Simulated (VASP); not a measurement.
## Ca: relaxation of cell and atoms with PBEsol

Ca:

```xyz
1
Lattice="3.5264 0.0000 0.0000 0.0000 3.5264 0.0000 0.0000 0.0000 3.5264" Properties=species:S:1:pos:R:3 pbc="T T T"
Ca    0.0000    0.0000    0.0000
```

```json
{
  "Program": "VASP 6.6.1",
  "Task": "relaxation of cell and atoms",
  "Functional": "PBEsol",
  "Potentials or basis": "VASP PAW PBE potentials, release 64 (Ca_sv)",
  "Cutoff": "600 eV",
  "k mesh": "11 × 11 × 11",
  "Occupations": "fermi-dirac, width 0.08 eV",
  "Spin": "no spin polarisation",
  "Dipole correction": "no",
  "Further INCAR settings": "ALGO = Normal; EDIFF = 1e-06; IBRION = 2; EDIFFG = -0.005; NSW = 60; ISIF = 3"
}
```

```
Relaxed volume                         : 41.69 Å³/atom
Relaxed cell                           : a = 3.468 Å, b = 3.468 Å, c = 3.468 Å, α = 90.00°, β = 90.00°, γ = 90.00°
Space group after relaxing (to 0.05 Å) : Pm-3m (No. 221)
Energy gained by relaxing              : 3.7 meV/atom
Ionic steps                            : 3
Pressure after relaxing                : 0.0 GPa
Band gap on the k mesh                 : zero (band 5 reaches 2.43 eV, above the bottom of band 6 at 1.57 eV)
```

Step by step:
```tsv
step	energy change (eV)	largest force (eV/Å)	pressure (GPa)	volume (Å³)
1	0.0000	0.0000	-0.55	43.85
2	-0.0025	0.0000	-0.32	42.90
3	-0.0037	0.0000	-0.01	41.69
```

Final structure:
```xyz
1
Lattice="3.4675 0.0000 0.0000 0.0000 3.4675 0.0000 0.0000 0.0000 3.4675" Properties=species:S:1:pos:R:3 pbc="T T T"
Ca    0.0000    0.0000    0.0000
```

Levels at points of the mesh, in eV from the Fermi level:
```tsv
k point	band 2	band 3	band 4	band 5	band 6	band 7	band 8	band 9
(0.00, 0.00, 0.00)	-22.91	-22.91	-22.91	-3.89	0.82	0.82	4.23	4.23
```

Wall time 38 s on 1 thread of AMD EPYC 7R13 Processor (Zen 3), with other jobs on the host, peak memory 0.15 GiB.

Caveat: the PAW data sets were made with another functional, which shifts forces and pressure a little.
